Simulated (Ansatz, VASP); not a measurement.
Ga: VASP beside Ansatz

INCAR

```
SYSTEM = Ga
PREC     = Accurate       ! precision mode
ENCUT    = 520            ! plane-wave cutoff, eV
EDIFF    = 1E-7           ! SCF threshold, eV
ISMEAR   = -1             ! smearing method
SIGMA    = 0.03           ! smearing width, eV
LREAL    = .False.        ! projectors in reciprocal space
LASPH    = .True.         ! aspherical terms in the spheres
NELM     = 100            ! most SCF steps
ALGO     = Normal         ! electronic algorithm
ISIF     = 2              ! what is computed and relaxed
LWAVE    = .False.        ! write WAVECAR
LCHARG   = .False.        ! write CHGCAR
NBANDS   = 12             ! bands
```

The input KPOINTS:

```
regular mesh
0
Gamma
  16 16 16
  0 0 0
```

The input POSCAR:

```
Ga
1.0
   -1.4040000000      1.4040000000      2.2290000000
    1.4040000000     -1.4040000000      2.2290000000
    1.4040000000      1.4040000000     -2.2290000000
Ga
1
Direct
    0.0000000000      0.0000000000      0.0000000000
```

Input for Ansatz:

```yaml
crystal:
  lattice:
    - [-1.404, 1.404, 2.229]
    - [1.404, -1.404, 2.229]
    - [1.404, 1.404, -2.229]
  atoms:
    - { symbol: Ga, position: [0.0, 0.0, 0.0] }
kpoints:
  mp_grid: { grid: [16, 16, 16] }
  band_path:
    path:
      - [0.0, 0.0, 0.0]
      - [0.0, 0.0, 0.5]
      - [0.25, 0.25, 0.25]
      - [0.0, 0.5, 0.0]
      - [0.0, 0.0, 0.0]
      - [0.5, 0.5, -0.5]
      - [0.3491868475, 0.6508131525, -0.3491868475]
      - [-0.3491868475, 0.3491868475, 0.3491868475]
      - [0.0, 0.0, 0.0]
    npoints: 5
scf:
  occupations: { method: fermi_dirac, width: 0.03 }
hamiltonian:
  xc: lda
  pseudopotentials: { kind: all_electron, lapw: { basis_error: 0.001 } }
output:
  forces: true
  stress: true
  eigenvalues: true
```

Alike in both runs: task single point; functional LDA; k mesh 16 × 16 × 16; occupations fermi-dirac, width 0.03 eV; no spin polarisation.

|  | VASP | Ansatz |
| --- | --- | --- |
| version | VASP 6.6.1 | Ansatz 0.2.0 |
| potentials or method | VASP PAW LDA potentials, release 64 (Ga_d), cutoff 520 eV | all-electron LAPW, scalar-relativistic |

```tsv
	VASP	Ansatz	Ansatz less VASP
pressure (GPa)	-1.5	-1.5	-0.04
traceless stress, the component that is largest in VASP (GPa)	-0.24	-0.22	+0.020
```

LDA's correlation is that of Perdew and Zunger in VASP and of Perdew and Wang (1992) in Ansatz. Ansatz ran all-electron here, and VASP with PAW potentials.
